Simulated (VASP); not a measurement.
# MoS2 in VASP: a series of runs

Aim: see how the results for MoS2 move with the level of theory and the settings. Levels: LDA, PBEsol. Tasks: single point.

Everything below comes from runs of VASP 6.6.1. Logs are shortened: lines on timing, memory, paths and dates and some standing lists are left out, and cuts for length are marked.

### Step 1. The cell of the first run

The cell holds a slab with vacuum, 3 atoms: a = 3.184 Å, b = 3.184 Å, c = 17.335 Å, α = 90.00°, β = 90.00°, γ = 120.00°.

### Step 2. Single point, LDA

INCAR reads:

```
PREC     = Accurate       # precision mode
ENCUT    = 520            # plane-wave cutoff, eV
EDIFF    = 1E-6           # SCF threshold, eV
ISMEAR   = 0              # smearing method
SIGMA    = 0.01           # smearing width, eV
LREAL    = F              # projectors in reciprocal space
LASPH    = T              # aspherical terms in the spheres
NELM     = 60             # most SCF steps
ALGO     = Normal         # electronic algorithm
ISIF     = 2              # what is computed and relaxed
LWAVE    = F              # write WAVECAR
LCHARG   = T              # write CHGCAR
LELF     = T              # ELF
LVHAR    = T            
NBANDS   = 20             # bands
```

KPOINTS reads:

```
Automatic mesh
0
Gamma
  12 12 2
```

POSCAR reads:

```
MoS2
1.0
    3.1841260822      0.0000000000      0.0000000000
   -1.5920630411      2.7575340760      0.0000000000
    0.0000000000      0.0000000000     17.3345999500
Mo S
1 2
Direct
    0.0000000000      0.0000000000      0.0000000000
    0.3333333333      0.6666666667      0.9105070200
    0.3333333333      0.6666666667      0.0894929800
```

Potentials or basis: VASP PAW LDA potentials, release 64 (Mo_sv, S).

On the command line:

```sh
cat potpaw_LDA.64/Mo_sv/POTCAR potpaw_LDA.64/S/POTCAR > POTCAR
mpirun -np 1 vasp_std > vasp.out
```

OUTCAR:

```text
PREC = Accurate
   ENCUT = 520
   EDIFF = 1E-6
   ISMEAR = 0
   LREAL = F
   LASPH = T
   NELM = 60
   ISIF = 2

 ion  position               nearest neighbor table
   1  0.000  0.000  0.000-   2 2.41   3 2.41   2 2.41   3 2.41   2 2.41   3 2.41
   2  0.333  0.667  0.911-   1 2.41   1 2.41   1 2.41
   3  0.333  0.667  0.089-   1 2.41   1 2.41   1 2.41

  LATTYP: Found a hexagonal cell.
 ALAT       =     3.1841260822
 C/A-ratio  =     5.4440683260

  Lattice vectors:

 A1 = (   3.1841260822,   0.0000000000,   0.0000000000)
 A2 = (  -1.5920630411,   2.7575340760,   0.0000000000)
 A3 = (   0.0000000000,   0.0000000000,  17.3345999500)

Analysis of symmetry for initial positions (statically):
=====================================================================
 Subroutine PRICEL returns:
 Original cell was already a primitive cell.

 Routine SETGRP: Setting up the symmetry group for a
 hexagonal supercell.

 Subroutine GETGRP returns: Found 12 space group operations
 (whereof 12 operations were pure point group operations)
 out of a pool of 24 trial point group operations.

The static configuration has the point symmetry D_3h.

Analysis of symmetry for dynamics (positions and initial velocities):
=====================================================================
 Subroutine PRICEL returns:
 Original cell was already a primitive cell.

 Routine SETGRP: Setting up the symmetry group for a
 hexagonal supercell.

 Subroutine GETGRP returns: Found 12 space group operations
 (whereof 12 operations were pure point group operations)
 out of a pool of 24 trial point group operations.

The dynamic configuration has the point symmetry D_3h.

 Subroutine INISYM returns: Found 12 space group operations
 (whereof 12 operations are pure point group operations),
 and found     1 'primitive' translations

----------------------------------------------------------------------------------------

                                     Primitive cell

  volume of cell :     152.2036

  direct lattice vectors                    reciprocal lattice vectors
     3.184126082  0.000000000  0.000000000     0.314057915  0.181321422  0.000000000
    -1.592063041  2.757534076  0.000000000     0.000000000  0.362642844  0.000000000
     0.000000000  0.000000000 17.334599950     0.000000000  0.000000000  0.057688092
[... 76 lines left out ...]
 SYSTEM =  unknown system
   PREC   = accura    normal or accurate (medium, high low for compatibility)
   ISTART =      0    job   : 0-new  1-cont  2-samecut
   ICHARG =      2    charge: 1-file 2-atom 10-const
   ISPIN  =      1    spin polarized calculation?
   LNONCOLLINEAR =      F non collinear calculations
   LSORBIT =      F    spin-orbit coupling
   LASPH  =      T    aspherical Exc in radial PAW
   ENCUT  =  520.0 eV  38.22 Ry    6.18 a.u.   5.92  5.92 32.23*2*pi/ulx,y,z
   NELM   =     60;   NELMIN=  2; NELMDL= -5     # of ELM steps
   EDIFF  = 0.1E-05   stopping-criterion for ELM
   LREAL  =      F    real-space projection
   EDIFFG = 0.1E-04   stopping-criterion for IOM
   NSW    =      0    number of steps for IOM
   IBRION =     -1    ionic relax: 0-MD 1-quasi-New 2-CG
   NFREE  =      0    steps in history (QN), initial steepest desc. (CG)
   ISIF   =      2    stress and relaxation
   ISYM   =      2    0-nonsym 1-usesym 2-fastsym
   POTIM  = 0.5000    time-step for ionic-motion
   TEBEG  =    0.0;   TEEND  =   0.0 temperature during run
   PSTRESS=    0.0 pullay stress
   NELECT =      26.0000    total number of electrons
   NUPDOWN=      -1.0000    fix difference up-down
   EMIN   =  10.00;   EMAX   =-10.00  energy-range for DOS
   EFERMI =   0.00;   METHOD = LEGACY
   ISMEAR =     0;   SIGMA  =   0.01  broadening in eV -4-tet -1-fermi 0-gaus
   EFERMI_NEDOS =   21; number of points for ismear=-14 and -15
   IALGO  =     38    algorithm
   IMIX   =      4    mixing-type and parameters
     AMIX     =   0.40;   BMIX     =  1.00
     AMIX_MAG =   1.60;   BMIX_MAG =  1.00
  volume/ion in A,a.u.               =      50.73       342.37
  Fermi-wavevector in a.u.,A,eV,Ry     =   0.908359  1.716550 11.226391  0.825116
  Thomas-Fermi vector in A             =   2.032276
   LORBIT       =      0    0 simple, 1 ext, 2 COOP (PROOUT), +10 PAW based schemes
   GGA     = CA    functional components
   LHFCALC =     F    Hartree Fock is set to
   AEXX    =    0.0000 exact exchange contribution
   IVDW    =     0    specifies the selected vdW correction
   LEPSILON=     F    determine dielectric tensor
   LRPA    =     F    only Hartree local field effects (RPA)
 non-spin polarized calculation
 Gauss-broadening in eV      SIGMA  =   0.01
  energy-cutoff  :      520.00
  volume of cell :      152.20
 maximum number of plane-waves:      4126
 NGX is ok and might be reduce to    24
   NGX = 11   NGY = 11   NGZ = 65

 number of electron      25.9999999 magnetization

 Free energy of the ion-electron system (eV)
  ---------------------------------------------------
  ext. energy  EPLUGINS =         0.00000000
  ---------------------------------------------------
  free energy    TOTEN  =       -24.32278985 eV

  energy without entropy =      -24.32278985  energy(sigma->0) =      -24.32278985

 E-fermi :  -1.4066     XC(G=0):  -4.4950

 val. band max:       -1.6150280372   @ k =   0.0000   0.0000   0.0000
 cond. band min:      -0.0214674914   @ k =   0.3333   0.3333   0.0000
 fundamental gap:      1.5935605458
 Fermi energy:        -1.4066224845

 k-point     1 :       0.0000    0.0000    0.0000
  band No.  band energies     occupation
      1     -62.1439      2.00000
      2     -36.4883      2.00000
      3     -36.2709      2.00000
      4     -36.2709      2.00000
      5     -15.6726      2.00000
      6     -14.3163      2.00000
[... 541 lines left out ...]
     19       5.8825      0.00000
     20       6.2343      0.00000

 [... further k-points ...]
[... 5 lines left out ...]
  --------------------------------------------------------------------------------------
  -------------------------------------------------------------------------------------
  Total       -2.2450866     -2.2450866     -1.1960844      0.0000000      0.0000000     -0.0000000
  in kB      -23.6329922    -23.6329922    -12.5906289      0.0000000      0.0000000     -0.0000000
  external PRESSURE =     -19.9522044 kB  Pullay stress =       0.0000000 kB

 VOLUME and BASIS-vectors are now :
 -----------------------------------------------------------------------------
  energy-cutoff  :      520.00
  volume of cell :      152.20
      direct lattice vectors                 reciprocal lattice vectors
     3.184126082  0.000000000  0.000000000     0.314057915  0.181321422  0.000000000
    -1.592063041  2.757534076  0.000000000     0.000000000  0.362642844  0.000000000
     0.000000000  0.000000000 17.334599950     0.000000000  0.000000000  0.057688092

 POSITION                                       TOTAL-FORCE (eV/Angst)
 -----------------------------------------------------------------------------------
      0.00000      0.00000      0.00000         0.000000      0.000000      0.000000
     -0.00000      1.83836     15.78327        -0.000000     -0.000000      0.377308
     -0.00000      1.83836      1.55133        -0.000000     -0.000000     -0.377308
 -----------------------------------------------------------------------------------
    total drift:                                0.000000     -0.000000     -0.000000

  FREE ENERGIE OF THE ION-ELECTRON SYSTEM (eV)
  ---------------------------------------------------
  free  energy   TOTEN  =       -24.3227898458 eV

  energy  without entropy=      -24.3227898458  energy(sigma->0) =      -24.32278985
```

OSZICAR:

```text
N       E                     dE             d eps       ncg     rms          rms(c)
DAV:   1     0.169323951598E+03    0.16932E+03   -0.12211E+04  1904   0.108E+03
DAV:   2    -0.143404292782E+02   -0.18366E+03   -0.17982E+03  2012   0.264E+02
DAV:   3    -0.256412511496E+02   -0.11301E+02   -0.11178E+02  1904   0.579E+01
[... 14 lines left out ...]
DAV:  18    -0.243227599359E+02   -0.24914E-04   -0.76925E-07  1476   0.381E-03    0.109E-03
DAV:  19    -0.243227814282E+02   -0.21492E-04   -0.11352E-06  1396   0.275E-03    0.966E-04
DAV:  20    -0.243227874532E+02   -0.60250E-05   -0.28291E-07  1436   0.123E-03    0.286E-04
DAV:  21    -0.243227894381E+02   -0.19849E-05   -0.97651E-08  1324   0.840E-04    0.863E-05
DAV:  22    -0.243227898458E+02   -0.40770E-06   -0.14534E-08  1108   0.302E-04
   1 F= -.24322790E+02 E0= -.24322790E+02  d E =0.000000E+00
```

It took 1.9 min on 1 thread of Intel Xeon 6975P-C, shared host; peak memory 0.28 GiB.

What came out:

```yaml
Free_energy: -24.3228 eV
Largest_force: 0.377 eV/Å
Band_gap_on_the_k_mesh: 1.59 eV, indirect (least direct gap 1.66 eV)
```

Forces in eV/Å, atoms in the order of the input:
```
Mo   0.000  0.000  0.000
S    0.000  0.000  0.377
S    0.000  0.000 -0.377
```

### Step 3. Single point, PBEsol

INCAR reads:

```
SYSTEM = MoS2
ALGO = Normal ; EDIFF = 1E-6
ENCUT = 520 ; GGA = PS
ISIF = 2 ; ISMEAR = 0
LASPH = .TRUE. ; LCHARG = .TRUE.
LELF = .TRUE. ; LREAL = .FALSE.
LVHAR = .TRUE. ; LWAVE = .FALSE.
NBANDS = 20 ; NELM = 100
PREC = Accurate ; SIGMA = 0.01
```

KPOINTS reads:

```
k-points
0
G
  12 12 2
  0 0 0
```

POSCAR is that of step 2.

Potentials or basis: VASP PAW PBE potentials, release 64 (Mo_sv, S).

On the command line:

```sh
cat potpaw_PBE.64/Mo_sv/POTCAR potpaw_PBE.64/S/POTCAR > POTCAR
mpirun -np 1 vasp_std > vasp.out
```

It took 2.2 min on 1 thread of Intel Xeon 6975P-C, shared host; peak memory 0.32 GiB.

It converged, with:

```yaml
Free_energy: -23.4071 eV
Largest_force: 0.146 eV/Å
Band_gap_on_the_k_mesh: 1.59 eV, indirect (least direct gap 1.66 eV)
```

Forces on the atoms (eV/Å):
```
Mo   0.000  0.000  0.000
S    0.000  0.000  0.146
S    0.000  0.000 -0.146
```

Levels at points of the mesh, in eV from the valence-band top:
```csv
k point,band 10,band 11,band 12,band 13,band 14,band 15,band 16,band 17
"(0.00, 0.00, 0.00)",-1.77,-1.58,-1.58,0.00,2.74,2.74,3.03,3.03
"(0.50, 0.00, 0.00)",-3.24,-1.87,-1.03,-0.68,2.20,2.73,3.85,4.34
"(0.00, 0.00, 0.50)",-1.77,-1.58,-1.58,0.00,2.74,2.74,3.03,3.03
"(0.50, 0.00, 0.50)",-3.24,-1.87,-1.03,-0.68,2.20,2.73,3.85,4.34
```

Caveat: the PAW data sets were made with another functional, which shifts forces and pressure a little.
